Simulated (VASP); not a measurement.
Sb: single point with PBE+D3(BJ)

Slab: Sb, a slab with vacuum.

```
Sb
1.0
     4.06868    0.00000    0.00000
    -2.03434    3.52358    0.00000
     0.00000    0.00000   20.80003
Sb
4
Direct
  0.33333 0.66667 0.29567
  0.66667 0.33333 0.21635
  0.22222 0.11111 0.56010
  0.55556 0.77778 0.48077
```

```
Program             : VASP 6.6.1
Task                : single point
Functional          : PBE
Dispersion          : D3(BJ)
Potentials or basis : VASP PAW PBE potentials, release 64 (Sb)
Cutoff              : 520 eV
k mesh              : 9 × 9 × 1
Occupations         : gaussian, width 0.05 eV
Spin                : no spin polarisation
```

The largest force is 0.114 eV/Å and the band gap on the k mesh is 0.87 eV, indirect (least direct gap 1.38 eV). The dispersion energy per atom is -0.290 eV.

Forces on the atoms (eV/Å):
```
Sb  -0.020 -0.011  0.112
Sb  -0.018 -0.010 -0.095
Sb   0.018  0.010  0.095
Sb   0.020  0.011 -0.112
```

Levels at points of the mesh, in eV from the valence-band top:
```
           k point  band 7  band 8  band 9  band 10  band 11  band 12  band 13  band 14
(0.00, 0.00, 0.00)   -0.06   -0.03   -0.02     0.00     1.49     1.97     2.72     2.73
```

It took 4.9 min on 1 thread of AMD EPYC 7R13, on a shared host, peak memory 0.4 GiB.

Caveat: spin-orbit coupling is left out, which moves the levels of the heavy elements.
